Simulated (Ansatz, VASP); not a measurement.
# Au in VASP and in Ansatz

```
Au
1.0
     0.00000    2.89490    2.89490
     2.89490    0.00000    2.89490
     2.89490    2.89490    0.00000
Au
2
Cartesian
  0.7237 0.7237 0.7237
  5.0661 5.0661 5.0661
```

Alike in both runs: task single point; functional LDA; k mesh 10 × 10 × 10; occupations fermi-dirac, width 0.1 eV; no spin polarisation.

|  | VASP | Ansatz |
| --- | --- | --- |
| version | VASP 6.6.1 | Ansatz 0.2.0 |
| potentials or method | VASP PAW LDA potentials, release 64 (Au), cutoff 520 eV | plane waves (420 eV) with PAW, scalar-relativistic |
| valence electrons in the cell | 22 | 38 |

Ansatz gave:

```
pressure (GPa) : 8.4
```

What did VASP give for the same quantities?

Pressure (GPa): 8.7.

Ansatz warns that its potentials were made for another functional, while VASP's fit it. LDA's correlation is that of Perdew and Zunger in VASP and of Perdew and Wang (1992) in Ansatz. VASP's potentials hold 22 valence electrons a cell and Ansatz's 38, so a difference there can come from the potentials and not from the codes.

Spin-orbit coupling is off throughout.
